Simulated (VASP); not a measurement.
# SiC (Moissanite 3C) (F-43m) in VASP: further runs

SiC (Moissanite 3C) is run at these levels: RPBE+D4; tasks: single point.

Program: VASP 6.6.1. These are calculated values, not measurements. Logs are shortened: lines on timing, memory, paths and dates and some standing lists are left out, and cuts for length are marked.

**Experimental background.**

From “Insight into the structural, elastic and electronic properties of a new orthorhombic 6O-SiC polytype”, 2020, pmc:7200658, for a bulk crystal of SiC: band gap 2.4 eV (indirect).

How close the calculation comes is told below.

## Step 1: The cell of the first run

The structure is cubic, space group F-43m (No. 216). The conventional cell has a = 4.329 Å, b = 4.329 Å, c = 4.329 Å, α = 90.00°, β = 90.00°, γ = 90.00°. Si (site symmetry -43m) has 4 C at 1.87 Å within 2.5 Å. C (site symmetry -43m) has 4 Si at 1.87 Å within 2.5 Å.

## Step 2: Single point, RPBE+D4

The input, INCAR:

```
  PREC = Accurate
  ENCUT = 600
  EDIFF = 1E-6
  ISMEAR = -1
  SIGMA = 0.05
  LREAL = False
  LASPH = True
  NELM = 120
  ALGO = Normal
  ISIF = 2
  LWAVE = False
  LCHARG = False
  GGA = RP
  IVDW = 13
  NBANDS = 11
  GGA_COMPAT = False
```

The input, KPOINTS:

```
regular mesh
0
Gamma
  10 10 10
```

The input, POSCAR:

```
SiC
1.0
    0.0000000000      2.1643753983      2.1643753983
    2.1643753983      0.0000000000      2.1643753983
    2.1643753983      2.1643753983      0.0000000000
Si C
1 1
Direct
    0.0000000000      0.0000000000      0.0000000000
    0.7500000000      0.7500000000      0.7500000000
```

Potentials or basis: VASP PAW PBE potentials, release 64 (Si, C).

The run is started by

```console
$ cat potpaw_PBE.64/Si/POTCAR potpaw_PBE.64/C/POTCAR > POTCAR
$ mpirun -np 1 vasp_std > vasp.out
```

OUTCAR:

```text
PREC = Accurate
   ENCUT = 600
   EDIFF = 1E-6
   ISMEAR = -1
   LREAL = False
   LASPH = True
   NELM = 120
   ISIF = 2
   GGA = RP
   IVDW = 13

 ion  position               nearest neighbor table
   1  0.000  0.000  0.000-   2 1.87   2 1.87   2 1.87   2 1.87
   2  0.750  0.750  0.750-   1 1.87   1 1.87   1 1.87   1 1.87

  LATTYP: Found a face centered cubic cell.
 ALAT       =     4.3287507966

  Lattice vectors:

 A1 = (   0.0000000000,   2.1643753983,   2.1643753983)
 A2 = (   2.1643753983,   0.0000000000,   2.1643753983)
 A3 = (   2.1643753983,   2.1643753983,   0.0000000000)

Analysis of symmetry for initial positions (statically):
=====================================================================
 Subroutine PRICEL returns:
 Original cell was already a primitive cell.

 Routine SETGRP: Setting up the symmetry group for a
 face centered cubic supercell.

 Subroutine GETGRP returns: Found 24 space group operations
 (whereof 24 operations were pure point group operations)
 out of a pool of 48 trial point group operations.

The static configuration has the point symmetry T_d .

Analysis of symmetry for dynamics (positions and initial velocities):
=====================================================================
 Subroutine PRICEL returns:
 Original cell was already a primitive cell.

 Routine SETGRP: Setting up the symmetry group for a
 face centered cubic supercell.

 Subroutine GETGRP returns: Found 24 space group operations
 (whereof 24 operations were pure point group operations)
 out of a pool of 48 trial point group operations.

The dynamic configuration has the point symmetry T_d .

 Subroutine INISYM returns: Found 24 space group operations
 (whereof 24 operations are pure point group operations),
 and found     1 'primitive' translations

----------------------------------------------------------------------------------------

                                     Primitive cell

  volume of cell :      20.2781

  direct lattice vectors                    reciprocal lattice vectors
     0.000000000  2.164375398  2.164375398    -0.231013530  0.231013530  0.231013530
     2.164375398  0.000000000  2.164375398     0.231013530 -0.231013530  0.231013530
     2.164375398  2.164375398  0.000000000     0.231013530  0.231013530 -0.231013530

  length of vectors
     3.060889042  3.060889042  3.060889042     0.400127170  0.400127170  0.400127170

  position of ions in fractional coordinates (direct lattice)
     0.000000000  0.000000000  0.000000000
     0.750000000  0.750000000  0.750000000

  ion indices of the primitive-cell ions
   primitive index   ion index
                 1           1
                 2           2

----------------------------------------------------------------------------------------

 KPOINTS: regular mesh

Automatic generation of k-mesh.
 Grid dimensions read from file:
 generate k-points for:   10   10   10

 Generating k-lattice:

  Cartesian coordinates                     Fractional coordinates (reciprocal lattice)
    -0.023101353  0.023101353  0.023101353     0.100000000  0.000000000  0.000000000
     0.023101353 -0.023101353  0.023101353     0.000000000  0.100000000  0.000000000
     0.023101353  0.023101353 -0.023101353     0.000000000  0.000000000  0.100000000

  Length of vectors
     0.040012717  0.040012717  0.040012717

  Shift w.r.t. Gamma in fractional coordinates (k-lattice)
     0.000000000  0.000000000  0.000000000

 Subroutine IBZKPT returns following result:
 ===========================================

 Found     47 irreducible k-points:

 Following reciprocal coordinates:
            Coordinates               Weight
  0.000000  0.000000  0.000000      1.000000
  0.100000  0.000000  0.000000      8.000000
  0.200000  0.000000  0.000000      8.000000
  0.300000  0.000000  0.000000      8.000000
  0.400000  0.000000  0.000000      8.000000
  0.500000  0.000000  0.000000      4.000000
[... 16 lines left out ...]
  0.300000  0.300000  0.000000      6.000000
  0.400000  0.300000  0.000000     24.000000
 [... further k-points ...]
   k-points           NKPTS =     47   k-points in BZ     NKDIM =     47   number of bands    NBANDS=     11
   number of dos      NEDOS =    301   number of ions     NIONS =      2
   total plane-waves  NPLWV =  13824
   dimension x,y,z NGX =    24 NGY =   24 NGZ =   24
   dimension x,y,z NGXF=    48 NGYF=   48 NGZF=   48
   ions per type =               1   1
   NGX,Y,Z   is equivalent  to a cutoff of  13.04, 13.04, 13.04 a.u.
   NGXF,Y,Z  is equivalent  to a cutoff of  26.07, 26.07, 26.07 a.u.
 SYSTEM =  unknown system
   PREC   = accura    normal or accurate (medium, high low for compatibility)
   ISTART =      0    job   : 0-new  1-cont  2-samecut
   ICHARG =      2    charge: 1-file 2-atom 10-const
   ISPIN  =      1    spin polarized calculation?
   LNONCOLLINEAR =      F non collinear calculations
   LSORBIT =      F    spin-orbit coupling
   LASPH  =      T    aspherical Exc in radial PAW
   ENCUT  =  600.0 eV  44.10 Ry    6.64 a.u.   6.11  6.11  6.11*2*pi/ulx,y,z
   NELM   =    120;   NELMIN=  2; NELMDL= -5     # of ELM steps
   EDIFF  = 0.1E-05   stopping-criterion for ELM
   LREAL  =      F    real-space projection
   EDIFFG = 0.1E-04   stopping-criterion for IOM
   NSW    =      0    number of steps for IOM
   IBRION =     -1    ionic relax: 0-MD 1-quasi-New 2-CG
   NFREE  =      0    steps in history (QN), initial steepest desc. (CG)
   ISIF   =      2    stress and relaxation
   ISYM   =      2    0-nonsym 1-usesym 2-fastsym
   POTIM  = 0.5000    time-step for ionic-motion
   TEBEG  =    0.0;   TEEND  =   0.0 temperature during run
   PSTRESS=    0.0 pullay stress
   NELECT =       8.0000    total number of electrons
   NUPDOWN=      -1.0000    fix difference up-down
   EMIN   =  10.00;   EMAX   =-10.00  energy-range for DOS
   EFERMI =   0.00;   METHOD = LEGACY
   ISMEAR =    -1;   SIGMA  =   0.05  broadening in eV -4-tet -1-fermi 0-gaus
   EFERMI_NEDOS =   21; number of points for ismear=-14 and -15
   IALGO  =     38    algorithm
   IMIX   =      4    mixing-type and parameters
     AMIX     =   0.40;   BMIX     =  1.00
     AMIX_MAG =   1.60;   BMIX_MAG =  1.00
  volume/ion in A,a.u.               =      10.14        68.42
  Fermi-wavevector in a.u.,A,eV,Ry     =   1.200685  2.268965 19.614748  1.441643
  Thomas-Fermi vector in A             =   2.336514
   LORBIT       =      0    0 simple, 1 ext, 2 COOP (PROOUT), +10 PAW based schemes
   GGA     = RP    functional components
   LHFCALC =     F    Hartree Fock is set to
   AEXX    =    0.0000 exact exchange contribution
   IVDW    =    13    specifies the selected vdW correction
   LEPSILON=     F    determine dielectric tensor
   LRPA    =     F    only Hartree local field effects (RPA)
 non-spin polarized calculation
  energy-cutoff  :      600.00
  volume of cell :       20.28
 maximum number of plane-waves:       692
   NGX = 13   NGY = 13   NGZ = 13

 number of electron       8.0000000 magnetization

 Free energy of the ion-electron system (eV)
  ---------------------------------------------------
  ext. energy  EPLUGINS =         0.00000000
  ---------------------------------------------------
  free energy    TOTEN  =       -14.29403333 eV

  energy without entropy =      -14.29403331  energy(sigma->0) =      -14.29403332

 E-fermi :   9.1137     XC(G=0): -11.3807

 val. band max:        8.4212079669   @ k =   0.0000   0.0000   0.0000
 cond. band min:       9.7656716947   @ k =   0.5000   0.5000   0.0000
 fundamental gap:      1.3444637279
 Fermi energy:         9.1137078066

 k-point     1 :       0.0000    0.0000    0.0000
  band No.  band energies     occupation
      1      -7.1585      2.00000
      2       8.4212      2.00000
      3       8.4212      2.00000
      4       8.4212      2.00000
      5      14.9049      0.00000
      6      15.9214      0.00000
      7      15.9214      0.00000
      8      15.9214      0.00000
      9      22.9894      0.00000
     10      22.9894      0.00000
     11      25.4080      0.00000

 k-point     2 :       0.1000    0.0000    0.0000
  band No.  band energies     occupation
      1      -6.9604      2.00000
      2       7.4089      2.00000
      3       8.2881      2.00000
      4       8.2881      2.00000
      5      15.1474      0.00000
      6      16.1671      0.00000
      7      16.1671      0.00000
      8      16.2230      0.00000
      9      22.0452      0.00000
     10      22.0452      0.00000
     11      24.9666      0.00000

 k-point     3 :       0.2000    0.0000    0.0000
  band No.  band energies     occupation
      1      -6.3744      2.00000
      2       5.2711      2.00000
      3       7.9825      2.00000
      4       7.9825      2.00000
      5      14.8459      0.00000
      6      16.5163      0.00000
      7      16.5163      0.00000
      8      17.4485      0.00000
      9      21.3894      0.00000
     10      21.3894      0.00000
     11      24.0589      0.00000

 k-point     4 :       0.3000    0.0000    0.0000
  band No.  band energies     occupation
      1      -5.4370      2.00000
      2       2.9323      2.00000
      3       7.6672      2.00000
      4       7.6672      2.00000
      5      14.4386      0.00000
      6      16.3377      0.00000
      7      16.3377      0.00000
      8      18.3993      0.00000
      9      22.2612      0.00000
     10      22.2612      0.00000
     11      23.8464      0.00000
[... 239 lines left out ...]
 k-point    22 :      -0.2000    0.2000    0.0000
  band No.  band energies     occupation
      1      -5.1228      2.00000
      2       3.5846      2.00000
      3       5.1815      2.00000
      4       7.7803      2.00000
      5      15.1202      0.00000
      6      16.6375      0.00000
      7      16.9704      0.00000
      8      17.8208      0.00000
      9      20.0187      0.00000
     10      24.1150      0.00000
     11      27.8098      0.00000

 k-point    23 :       0.3000    0.3000    0.0000
  band No.  band energies     occupation
      1      -4.8537      2.00000
      2       4.0515      2.00000
      3       6.0393      2.00000
      4       6.0393      2.00000
      5      11.6458      0.00000
      6      14.1607      0.00000
      7      20.2154      0.00000
      8      20.2154      0.00000
      9      21.1439      0.00000
     10      25.6134      0.00000
     11      30.3393      0.00000

 k-point    24 :       0.4000    0.3000    0.0000
  band No.  band energies     occupation
      1      -3.9733      2.00000
      2       2.8166      2.00000
      3       5.2421      2.00000
      4       5.7746      2.00000
      5      11.3225      0.00000
      6      14.1833      0.00000
      7      20.3246      0.00000
      8      20.5992      0.00000
      9      22.5171      0.00000
     10      26.6494      0.00000
     11      30.0319      0.00000

 [... further k-points ...]

------------------------ aborting loop because EDIFF is reached ----------------------------------------

  DFT-D4 for vdW energy calculation

  Edisp (eV):   -1.45597

  FORCE on cell =-STRESS in cart. coord.  units (eV):
  Direction    XX          YY          ZZ          XY          YZ          ZX
  --------------------------------------------------------------------------------------
  -------------------------------------------------------------------------------------
  Total       0.01984     0.01984     0.01984     0.00000     0.00000     0.00000
  in kB       1.56758     1.56758     1.56758     0.00000     0.00000     0.00000
  external pressure =        1.57 kB  Pullay stress =        0.00 kB

 VOLUME and BASIS-vectors are now :
 -----------------------------------------------------------------------------
  energy-cutoff  :      600.00
  volume of cell :       20.28
      direct lattice vectors                 reciprocal lattice vectors
     0.000000000  2.164375398  2.164375398    -0.231013530  0.231013530  0.231013530
     2.164375398  0.000000000  2.164375398     0.231013530 -0.231013530  0.231013530
     2.164375398  2.164375398  0.000000000     0.231013530  0.231013530 -0.231013530

 POSITION                                       TOTAL-FORCE (eV/Angst)
 -----------------------------------------------------------------------------------
      0.00000      0.00000      0.00000         0.000000      0.000000     -0.000000
      3.24656      3.24656      3.24656        -0.000000     -0.000000      0.000000
 -----------------------------------------------------------------------------------
    total drift:                               -0.000000     -0.000000     -0.000000

  FREE ENERGIE OF THE ION-ELECTRON SYSTEM (eV)
  ---------------------------------------------------
  free  energy   TOTEN  =       -15.7500036028 eV

  energy  without entropy=      -15.7500035832  energy(sigma->0) =      -15.75000359
```

Wall time 8.2 s (1 thread of Intel Xeon Platinum 8488C (Sapphire Rapids), shared host); peak memory 0.14 GiB.

What came out:

* Free energy: -15.7500 eV
* Pressure: 0.2 GPa
* Band gap on the k mesh: 1.34 eV, indirect (least direct gap 4.56 eV)
* Dispersion energy per atom: -0.728 eV

Caveat: the PAW data sets were made with another functional, which shifts forces and pressure a little.

## Step 3: Single point, RPBE+D4

This run uses another cell than the first one, of 10.35 Å³/atom, 1.020 times its volume.

The input, INCAR:

```
PREC = Accurate
ENCUT = 600
EDIFF = 1E-6
ISMEAR = -1
SIGMA = 0.05
LREAL = False
LASPH = True
NELM = 120
ALGO = Normal
ISIF = 2
LWAVE = False
LCHARG = False
GGA = RP
IVDW = 13
NBANDS = 11
GGA_COMPAT = False
```

KPOINTS is that of step 2.

The input, POSCAR:

```
SiC
1.0
    0.0000000000      2.1790000000      2.1790000000
    2.1790000000      0.0000000000      2.1790000000
    2.1790000000      2.1790000000      0.0000000000
Si C
1 1
Direct
    0.0000000000      0.0000000000      0.0000000000
    0.7500000000      0.7500000000      0.7500000000
```

Potentials or basis: VASP PAW PBE potentials, release 64 (Si, C).

The run is started by

```console
$ cat potpaw_PBE.64/Si/POTCAR potpaw_PBE.64/C/POTCAR > POTCAR
$ mpirun -np 1 vasp_std > vasp.out
```

It took 12 s on 1 thread of Intel Xeon Platinum 8488C (Sapphire Rapids), shared host; peak memory 0.15 GiB.

Results (log left out):

| Quantity | Value |
| --- | --- |
| Free energy | -15.7450 eV |
| Pressure | -4.2 GPa |
| Band gap on the k mesh | 1.37 eV, indirect (least direct gap 4.54 eV) |
| Dispersion energy per atom | -0.715 eV |

Levels at points of the mesh, in eV from the valence-band top:
| k point | band 1 | band 2 | band 3 | band 4 | band 5 | band 6 | band 7 | band 8 | band 9 |
| --- | --- | --- | --- | --- | --- | --- | --- | --- | --- |
| (0.00, 0.00, 0.00) | -15.42 | 0.00 | 0.00 | 0.00 | 6.25 | 7.36 | 7.36 | 7.36 | 14.45 |
| (0.50, 0.00, 0.00) | -11.87 | -8.51 | -1.04 | -1.04 | 5.48 | 7.25 | 7.25 | 10.11 | 16.34 |
| (0.50, 0.50, 0.00) | -10.44 | -7.77 | -3.17 | -3.17 | 1.37 | 4.38 | 14.11 | 14.11 | 14.91 |

Caveat: the PAW data sets were made with another functional, which shifts forces and pressure a little. As with any semilocal functional, this RPBE gap is likely too small.

## Step 4: Against experiment

Step 2. Against the measured gap of SiC, 2.4 eV (indirect; quoted in “Insight into the structural, elastic and electronic properties of a new orthorhombic 6O-SiC polytype”, 2020, pmc:7200658), the calculated 1.34 eV is off by -1.06 eV. The value is that of RPBE+D4 on a finite k mesh, which can miss the band edges, without temperature or zero-point motion. Semilocal functionals fall short of measured gaps as a rule.
